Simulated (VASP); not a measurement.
# Ir in VASP: single point with PBE

Aim: the single point of Ir with PBE.

Everything below comes from runs of VASP 6.6.1. Logs are shortened: lines on timing, memory, paths and dates and some standing lists are left out, and cuts for length are marked.

**1. The cell of the first run**

The cell holds a slab with vacuum, 16 atoms: a = 5.555 Å, b = 5.555 Å, c = 29.284 Å, α = 90.00°, β = 90.00°, γ = 120.00°.

**2. Single point, PBE**

Contents of INCAR:

```
SYSTEM = Ir
  ALGO = Normal
  DIPOL = 0.5 0.5 0.655
  EDIFF = 1E-6
  ENCUT = 400
  GGA = PE
  GGA_COMPAT = .FALSE.
  IDIPOL = 3
  ISIF = 2
  ISMEAR = 1
  LASPH = .TRUE.
  LCHARG = .FALSE.
  LDIPOL = .TRUE.
  LREAL = .FALSE.
  LWAVE = .FALSE.
  NBANDS = 86
  NELM = 120
  NELMDL = -8
  PREC = Accurate
  SIGMA = 0.1
```

Contents of KPOINTS:

```
k-points
0
G
  9 9 1
  0 0 0
```

Contents of POSCAR:

```
Ir
1.0
    0.0000000292      5.5553847950      0.0000000000
   -4.8111043748     -2.7776923722      0.0000000000
    0.0000000000      0.0000000000     29.2835264001
Ir
16
Direct
    0.6666666667      0.0000000000      0.5433929548
    0.6666347303      0.4999062486      0.5434250361
    0.1666048516      0.0000319364      0.5434250361
    0.1667604181      0.5000618151      0.5434250361
   -0.0000179870      0.1666242372      0.6177348246
    0.0000000000      0.6666666667      0.6177139482
    0.5000424294      0.1666911090      0.6177348246
    0.4999755576      0.6666846537      0.6177348246
    0.3333333333      0.3333333333      0.6924179641
    0.3333516572      0.8333707801      0.6923779751
    0.8333524563      0.3333150095      0.6923779751
    0.8332958865      0.8333142104      0.6923779751
    0.6668050276      0.5000992665      0.7667068122
    0.6666666667      0.0000000000      0.7666951730
    0.1665674002      0.5000390944      0.7667068122
    0.1666275722     -0.0001383609      0.7667068122
```

Potentials or basis: VASP PAW PBE potentials, release 64 (Ir).

The run is started by

```
> cat potpaw_PBE.64/Ir/POTCAR > POTCAR
> mpirun -np 1 vasp_std > vasp.out
```

OUTCAR:

```text
SYSTEM = Ir
   EDIFF = 1E-6
   ENCUT = 400
   GGA = PE
   ISIF = 2
   ISMEAR = 1
   LASPH = .TRUE.
   LREAL = .FALSE.
   NELM = 120
   NELMDL = -8
   PREC = Accurate

 ion  position               nearest neighbor table
   1  0.667  0.000  0.543-   8 2.70   7 2.70   5 2.70   3 2.78   4 2.78   2 2.78   2 2.78   4 2.78
                             3 2.78
   2  0.667  0.500  0.543-   6 2.70   7 2.70   8 2.70   1 2.78   3 2.78   4 2.78   3 2.78   4 2.78
                             1 2.78
   3  0.167  0.000  0.543-   6 2.70   5 2.70   7 2.70   1 2.78   4 2.78   2 2.78   4 2.78   2 2.78
                             1 2.78
   4  0.167  0.500  0.543-   6 2.70   8 2.70   5 2.70   1 2.78   3 2.78   2 2.78   3 2.78   2 2.78
                             1 2.78
   5  1.000  0.167  0.618-   3 2.70   4 2.70   1 2.70  12 2.71  11 2.71   9 2.71   6 2.78   8 2.78
                             7 2.78   7 2.78   8 2.78   6 2.78
   6  0.000  0.667  0.618-   3 2.70   4 2.70   2 2.70  11 2.71  12 2.71  10 2.71   5 2.78   8 2.78
                             7 2.78   7 2.78   8 2.78   5 2.78
   7  0.500  0.167  0.618-   2 2.70   3 2.70   1 2.70  11 2.71  10 2.71   9 2.71   6 2.78   8 2.78
                             5 2.78   5 2.78   8 2.78   6 2.78
   8  0.500  0.667  0.618-   4 2.70   2 2.70   1 2.70  10 2.71  12 2.71   9 2.71   6 2.78   7 2.78
                             5 2.78   5 2.78   7 2.78   6 2.78
   9  0.333  0.333  0.692-  16 2.70  15 2.70  13 2.70   5 2.71   8 2.71   7 2.71  11 2.78  10 2.78
                            12 2.78  10 2.78  12 2.78  11 2.78
  10  0.333  0.833  0.692-  16 2.70  14 2.70  15 2.70   8 2.71   7 2.71   6 2.71   9 2.78  12 2.78
                            11 2.78  11 2.78  12 2.78   9 2.78
  11  0.833  0.333  0.692-  15 2.70  14 2.70  13 2.70   7 2.71   5 2.71   6 2.71   9 2.78  12 2.78
                            10 2.78  10 2.78  12 2.78   9 2.78
  12  0.833  0.833  0.692-  13 2.70  14 2.70  16 2.70   5 2.71   8 2.71   6 2.71   9 2.78  10 2.78
                            11 2.78  11 2.78  10 2.78   9 2.78
  13  0.667  0.500  0.767-   9 2.70  12 2.70  11 2.70  16 2.78  15 2.78  14 2.78  14 2.78  15 2.78
                            16 2.78
  14  0.667  0.000  0.767-  12 2.70  11 2.70  10 2.70  13 2.78  15 2.78  16 2.78  16 2.78  13 2.78
                            15 2.78
  15  0.167  0.500  0.767-   9 2.70  11 2.70  10 2.70  13 2.78  16 2.78  14 2.78  14 2.78  16 2.78
                            13 2.78
  16  0.167  1.000  0.767-   9 2.70  10 2.70  12 2.70  13 2.78  15 2.78  14 2.78  14 2.78  15 2.78
                            13 2.78

  LATTYP: Found a hexagonal cell.
 ALAT       =     5.5553847950
 C/A-ratio  =     5.2711967723

  Lattice vectors:

 A1 = (   0.0000000292,   5.5553847950,   0.0000000000)
 A2 = (  -4.8111043748,  -2.7776923722,   0.0000000000)
 A3 = (   0.0000000000,   0.0000000000,  29.2835264001)

Analysis of symmetry for initial positions (statically):
=====================================================================
 Subroutine PRICEL returns:
 Original cell was already a primitive cell.

 Routine SETGRP: Setting up the symmetry group for a
 hexagonal supercell.

 Subroutine GETGRP returns: Found  3 space group operations
 (whereof  1 operations were pure point group operations)
 out of a pool of 24 trial point group operations.

The static configuration has the point symmetry C_1 .
 The point group associated with its full space group is C_3 .

Analysis of symmetry for dynamics (positions and initial velocities):
=====================================================================
 Subroutine PRICEL returns:
 Original cell was already a primitive cell.

 Routine SETGRP: Setting up the symmetry group for a
 hexagonal supercell.

 Subroutine GETGRP returns: Found  3 space group operations
 (whereof  1 operations were pure point group operations)
 out of a pool of 24 trial point group operations.

The dynamic configuration has the point symmetry C_1 .
 The point group associated with its full space group is C_3 .

 Subroutine INISYM returns: Found  3 space group operations
 (whereof  1 operations are pure point group operations),
 and found     1 'primitive' translations

----------------------------------------------------------------------------------------

                                     Primitive cell

  volume of cell :     782.6765

  direct lattice vectors                    reciprocal lattice vectors
[... 64 lines left out ...]

 Subroutine IBZKPT returns following result:
 ===========================================

 Found     15 irreducible k-points:

 Following reciprocal coordinates:
            Coordinates               Weight
  0.000000  0.000000  0.000000      1.000000
  0.111111 -0.000000  0.000000      6.000000
  0.222222 -0.000000  0.000000      6.000000
  0.333333  0.000000  0.000000      6.000000
  0.444444 -0.000000  0.000000      6.000000
  0.111111  0.111111  0.000000      6.000000
  0.222222  0.111111  0.000000      6.000000
 -0.222222  0.333333  0.000000      6.000000
  0.333333  0.111111  0.000000      6.000000
 -0.333333  0.444444  0.000000      6.000000
  0.444444  0.111111  0.000000      6.000000
  0.222222  0.222222  0.000000      6.000000
  0.333333  0.222222  0.000000      6.000000
 -0.333333 -0.444444  0.000000      6.000000
  0.333333  0.333333  0.000000      2.000000
   k-points           NKPTS =     15   k-points in BZ     NKDIM =     15   number of bands    NBANDS=     86
   number of dos      NEDOS =    301   number of ions     NIONS =     16
   total plane-waves  NPLWV = 248832
   dimension x,y,z NGX =    36 NGY =   36 NGZ =  192
   dimension x,y,z NGXF=    72 NGYF=   72 NGZF=  384
   ions per type =              16
   NGX,Y,Z   is equivalent  to a cutoff of  10.77, 10.77, 10.90 a.u.
   NGXF,Y,Z  is equivalent  to a cutoff of  21.55, 21.55, 21.80 a.u.
 SYSTEM =  Ir
   PREC   = accura    normal or accurate (medium, high low for compatibility)
   ISTART =      0    job   : 0-new  1-cont  2-samecut
   ICHARG =      2    charge: 1-file 2-atom 10-const
   ISPIN  =      1    spin polarized calculation?
   LNONCOLLINEAR =      F non collinear calculations
   LSORBIT =      F    spin-orbit coupling
   LASPH  =      T    aspherical Exc in radial PAW
   ENCUT  =  400.0 eV  29.40 Ry    5.42 a.u.   9.06  9.06 47.75*2*pi/ulx,y,z
   NELM   =    120;   NELMIN=  2; NELMDL= -8     # of ELM steps
   EDIFF  = 0.1E-05   stopping-criterion for ELM
   LREAL  =      F    real-space projection
   EDIFFG = 0.1E-04   stopping-criterion for IOM
   NSW    =      0    number of steps for IOM
   IBRION =     -1    ionic relax: 0-MD 1-quasi-New 2-CG
   NFREE  =      0    steps in history (QN), initial steepest desc. (CG)
   ISIF   =      2    stress and relaxation
   ISYM   =      2    0-nonsym 1-usesym 2-fastsym
   POTIM  = 0.5000    time-step for ionic-motion
   TEBEG  =    0.0;   TEEND  =   0.0 temperature during run
   PSTRESS=    0.0 pullay stress
   NELECT =     144.0000    total number of electrons
   NUPDOWN=      -1.0000    fix difference up-down
   EMIN   =  10.00;   EMAX   =-10.00  energy-range for DOS
   EFERMI =   0.00;   METHOD = LEGACY
   ISMEAR =     1;   SIGMA  =   0.10  broadening in eV -4-tet -1-fermi 0-gaus
   EFERMI_NEDOS =   21; number of points for ismear=-14 and -15
   IALGO  =     38    algorithm
   IMIX   =      4    mixing-type and parameters
     AMIX     =   0.40;   BMIX     =  1.00
     AMIX_MAG =   1.60;   BMIX_MAG =  1.00
  volume/ion in A,a.u.               =      48.92       330.11
  Fermi-wavevector in a.u.,A,eV,Ry     =   0.931111  1.759545 11.795817  0.866968
  Thomas-Fermi vector in A             =   2.057570
   LORBIT       =      0    0 simple, 1 ext, 2 COOP (PROOUT), +10 PAW based schemes
   GGA     = PE    functional components
   LHFCALC =     F    Hartree Fock is set to
   AEXX    =    0.0000 exact exchange contribution
   IVDW    =     0    specifies the selected vdW correction
   LEPSILON=     F    determine dielectric tensor
   LRPA    =     F    only Hartree local field effects (RPA)
 non-spin polarized calculation
 Methfessel and Paxton  Order N= 1 SIGMA  =   0.10
  energy-cutoff  :      400.00
  volume of cell :      782.68
 maximum number of plane-waves:     14277
   NGX = 19   NGY = 19   NGZ = 95

 dipolmoment           0.000000      0.000000     -0.002549 electrons x Angstroem

 number of electron     144.0000037 magnetization

 dipolmoment           0.000000      0.000000      0.000072 electrons x Angstroem

 Free energy of the ion-electron system (eV)
  ---------------------------------------------------
  ext. energy  EPLUGINS =         0.00000000
  ---------------------------------------------------
  free energy    TOTEN  =      -133.67206078 eV

  energy without entropy =     -133.65685507  energy(sigma->0) =     -133.66699221

 E-fermi :  -0.9305     XC(G=0):  -4.8453

 val. band max:       -0.9332247618   @ k =   0.4444   0.1111   0.0000
 cond. band min:      -0.9300499843   @ k =  -0.3333  -0.4444   0.0000
 fundamental gap:      0.0031747776
 Fermi energy:        -0.9304683056

 k-point     1 :       0.0000    0.0000    0.0000
  band No.  band energies     occupation
      1     -11.1148      2.00000
      2      -9.5873      2.00000
      3      -8.3483      2.00000
      4      -8.2756      2.00000
      5      -8.2405      2.00000
      6      -8.2405      2.00000
[... 1294 lines left out ...]
     83      -0.5416     -0.00000
     84      -0.4170     -0.00000
 [bands above 84 left out]

------------------------ aborting loop because EDIFF is reached ----------------------------------------

 vacuum level on the upper side and lower side of the slab       (xc-potential included)        -0.005        -0.006

  FORCE on cell =-STRESS in cart. coord.  units (eV):
  Direction    XX          YY          ZZ          XY          YZ          ZX
  --------------------------------------------------------------------------------------
  -------------------------------------------------------------------------------------
  Total      -28.7244312    -28.7244312      0.7623443     -0.0000001      0.0000000      0.0000000
  in kB      -58.8003244    -58.8003244      1.5605563     -0.0000002      0.0000000      0.0000000
  external PRESSURE =     -38.6800308 kB  Pullay stress =       0.0000000 kB

 VOLUME and BASIS-vectors are now :
 -----------------------------------------------------------------------------
  energy-cutoff  :      400.00
  volume of cell :      782.68
      direct lattice vectors                 reciprocal lattice vectors
     0.000000029  5.555384795  0.000000000    -0.103926242  0.180005533  0.000000000
    -4.811104375 -2.777692372  0.000000000    -0.207852486  0.000000001  0.000000000
     0.000000000  0.000000000 29.283526400     0.000000000  0.000000000  0.034148893

 POSITION                                       TOTAL-FORCE (eV/Angst)
 -----------------------------------------------------------------------------------
      0.00000      3.70359     15.91246        -0.000000      0.000000     -0.018635
     -2.40510      2.31483     15.91340        -0.002916     -0.000829     -0.034054
     -0.00015      0.92547     15.91340         0.000740      0.002940     -0.034054
     -2.40585     -0.46260     15.91340         0.002176     -0.002111     -0.034054
     -0.80165      5.09245     18.08945        -0.003009      0.001054     -0.001175
     -3.20740     -1.85179     18.08884        -0.000000      0.000000      0.007260
[... 8 lines left out ...]
     -2.40574     -0.46361     22.45188         0.001432      0.004719      0.029230
     -4.81044     -1.85163     22.45188        -0.004803     -0.001119      0.029230
 -----------------------------------------------------------------------------------
    total drift:                               -0.000000     -0.000000      0.002096

  FREE ENERGIE OF THE ION-ELECTRON SYSTEM (eV)
  ---------------------------------------------------
  free  energy   TOTEN  =      -133.6720607784 eV

  energy  without entropy=     -133.6568550729  energy(sigma->0) =     -133.66699221

 vacuum level on the upper side and lower side of the slab         4.563         4.562
```

Run time: 41 min. Hardware: 1 thread of Intel Xeon Platinum 8259CL at 2.50GHz (Skylake/Cascade Lake), shared host; peak memory 0.81 GiB.

Results:

```
Free energy            : -133.6721 eV
Largest force          : 0.034 eV/Å
Band gap on the k mesh : zero (band 72 reaches -0.32 eV, above the bottom of band 73 at -1.47 eV)
```

Forces on the atoms (eV/Å):
```
Ir   0.000  0.000 -0.019
Ir  -0.003 -0.001 -0.034
Ir   0.001  0.003 -0.034
Ir   0.002 -0.002 -0.034
Ir  -0.003  0.001 -0.001
Ir   0.000  0.000  0.007
Ir   0.001 -0.003 -0.001
Ir   0.002  0.002 -0.001
Ir   0.000  0.000 -0.011
Ir   0.002 -0.002  0.003
Ir  -0.003 -0.001  0.003
Ir   0.000  0.003  0.003
Ir   0.003 -0.004  0.029
Ir   0.000  0.000  0.031
Ir   0.001  0.005  0.029
Ir  -0.005 -0.001  0.029
```

Caveat: spin-orbit coupling is left out, which moves the levels of the heavy elements.
